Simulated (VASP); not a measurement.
Write the native input for VASP 6.6.1 that does the following.

- Task: single point
- Functional: PBEsol
- Potentials or basis: VASP PAW PBE potentials, release 64 (Bi_d)
- Cutoff: 520 eV
- k mesh: 12 × 12 × 12
- Occupations: gaussian, width 0.1 eV
- Spin: no spin polarisation
- Dipole correction: no
- Further INCAR settings: ALGO = Normal; EDIFF = 1e-07; NBANDS = 22

The structure of Bi lies in POSCAR:

```
Bi
1.0
    2.2729996784      1.3123169762      3.9540000000
   -2.2729996784      1.3123169762      3.9540000000
    0.0000000000     -2.6246339523      3.9540000000
Bi
2
Direct
    0.2465354224      0.2465354224      0.2465354224
    0.7661100000      0.7661100000      0.7661100000
```

This cell differs from its parent crystal: one atom moved.

The input as run:

INCAR

```
SYSTEM = Bi
PREC     = Accurate       ! precision mode
ENCUT    = 520            ! plane-wave cutoff, eV
EDIFF    = 1E-7           ! SCF threshold, eV
ISMEAR   = 0              ! smearing method
SIGMA    = 0.1            ! smearing width, eV
LREAL    = .False.        ! projectors in reciprocal space
LASPH    = .True.         ! aspherical terms in the spheres
NELM     = 80             ! most SCF steps
ALGO     = Normal         ! electronic algorithm
ISIF     = 2              ! what is computed and relaxed
LWAVE    = .False.        ! write WAVECAR
LCHARG   = .False.        ! write CHGCAR
GGA      = PS             ! functional
NBANDS   = 22             ! bands
```

KPOINTS

```
Automatic mesh
0
Gamma
  12 12 12
  0 0 0
```

Potentials or basis: VASP PAW PBE potentials, release 64 (Bi_d).

The run is started by

```bash
$ cat potpaw_PBE.64/Bi_d/POTCAR > POTCAR
$ mpirun -np 1 vasp_std > vasp.out
```

Results of the run:

* Pressure: -1.9 GPa
* Largest force: 0.348 eV/Å
* Band gap on the k mesh: zero (band 15 reaches 6.09 eV, above the bottom of band 16 at 5.84 eV)

Caveat: the cell differs from its parent crystal (one atom moved); the PAW data sets were made with another functional, which shifts forces and pressure a little; spin-orbit coupling is left out, which moves the levels of the heavy elements.

It took 77 s on 1 thread of Intel(R) Xeon(R) 6975P-C (Granite Rapids) (shared host), peak memory 0.36 GiB.
